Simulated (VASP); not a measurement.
A run of VASP 6.6.1:

Contents of POSCAR:

```
Ta
1.0
   -1.6555579557      1.6555579557      1.6555579557
    1.6555579557     -1.6555579557      1.6555579557
    1.6555579557      1.6555579557     -1.6555579557
Ta
1
Direct
    0.0000000000      0.0000000000      0.0000000000
```

INCAR.step1

```
PREC     = Accurate       # precision mode
ENCUT    = 520            # plane-wave cutoff, eV
ISMEAR   = -1             # smearing method
SIGMA    = 0.02           # smearing width, eV
LREAL    = F              # projectors in reciprocal space
LASPH    = T              # aspherical terms in the spheres
NELM     = 100            # most SCF steps
NBANDS   = 12             # bands
GGA      = PE             # functional
ALGO     = Normal         # electronic algorithm
EDIFF    = 1E-4           # SCF threshold, eV
LWAVE    = T              # write WAVECAR
LCHARG   = F              # write CHGCAR
```

File INCAR.step2:

```
PREC     = Accurate       # precision mode
ENCUT    = 520            # plane-wave cutoff, eV
EDIFF    = 1E-6           # SCF threshold, eV
ISMEAR   = -1             # smearing method
SIGMA    = 0.02           # smearing width, eV
LREAL    = F              # projectors in reciprocal space
LASPH    = T              # aspherical terms in the spheres
NELM     = 100            # most SCF steps
ALGO     = Normal         # electronic algorithm
ISIF     = 2              # what is computed and relaxed
LWAVE    = F              # write WAVECAR
LCHARG   = F              # write CHGCAR
METAGGA  = R2SCAN         # meta-GGA
LMIXTAU  = T            
NBANDS   = 12             # bands
ISTART   = 1
```

KPOINTS

```
Automatic mesh
0
Gamma
  10 10 10
```

Potentials or basis: VASP PAW PBE potentials, release 64 (Ta_pv).

Launch:

```console
$ cat potpaw_PBE.64/Ta_pv/POTCAR > POTCAR
$ cp INCAR.step1 INCAR
$ mpirun -np 1 vasp_std > vasp.out
$ cp INCAR.step2 INCAR
$ mpirun -np 1 vasp_std > vasp.out
```

Hardware: 1 thread of Intel Xeon 8259CL, with other jobs on the host.

Problem. Estimate the wall time of this run.

Solution. Wall time 48 s on 1 thread of Intel Xeon 8259CL, on a shared host, peak memory 0.15 GiB. Counts: k points 47.
